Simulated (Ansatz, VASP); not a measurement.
## Two plane-wave programs on Co

```
Co
1.0
     0.00000    1.68761    1.68761
     1.68761    0.00000    1.68761
     1.68761    1.68761    0.00000
Co
1
Direct
  0.00000 0.00000 0.00000
```

Alike in both runs: task single point; functional PBE; k mesh 17 × 17 × 17; occupations fermi-dirac, width 0.05 eV; collinear spin.

|  | VASP | Ansatz |
| --- | --- | --- |
| version | VASP 6.6.1 | Ansatz 0.2.0 |
| potentials or method | VASP PAW PBE potentials, release 64 (Co), cutoff 520 eV | plane waves (420 eV) with PAW, scalar-relativistic |
| valence electrons in the cell | 9 | 17 |

|  | VASP | Ansatz | Ansatz less VASP |
| --- | --- | --- | --- |
| net moment per atom (μB) | 1.51 | 1.52 | +0.004 |
| size of the moment on the site where the two differ most (μB) | 1.51 | 1.57 | +0.064 |

Site moments also hang on the region over which each program counts them. VASP's potentials hold 9 valence electrons a cell and Ansatz's 17, so a difference there can come from the potentials and not from the codes.
